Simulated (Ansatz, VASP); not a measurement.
SiC: VASP beside Ansatz

```
Si C
1.0
     0.00000    2.16448    2.16448
     2.16448    0.00000    2.16448
     2.16448    2.16448    0.00000
Si C
1 1
Direct
  0.00000 0.00000 0.00000
  0.25000 0.25000 0.25000
```

Alike in both runs: functional LDA; k mesh 10 × 10 × 10; occupations gaussian, width 0.02 eV; no spin polarisation.

Ansatz relaxed the structure, and its values are those at the end. VASP's run is a single point on that final structure, the one shown.

|  | VASP | Ansatz |
| --- | --- | --- |
| version | VASP 6.6.1 | Ansatz 0.2.0 |
| potentials or method | VASP PAW LDA potentials, release 64 (Si, C), cutoff 520 eV | scalar-relativistic, plane waves, PAW |
| valence electrons in the cell | 8 | 8 |

Ansatz gave:

* gap on the k mesh at the Fermi level (eV): 1.30
* least direct gap on the mesh (eV): 4.53
* pressure (GPa): 0.0

Which values does VASP return?

gap on the k mesh at the Fermi level (eV): 1.29; least direct gap on the mesh (eV): 4.52; pressure (GPa): 0.4.

LDA's correlation is that of Perdew and Zunger in VASP and of Perdew and Wang (1992) in Ansatz.
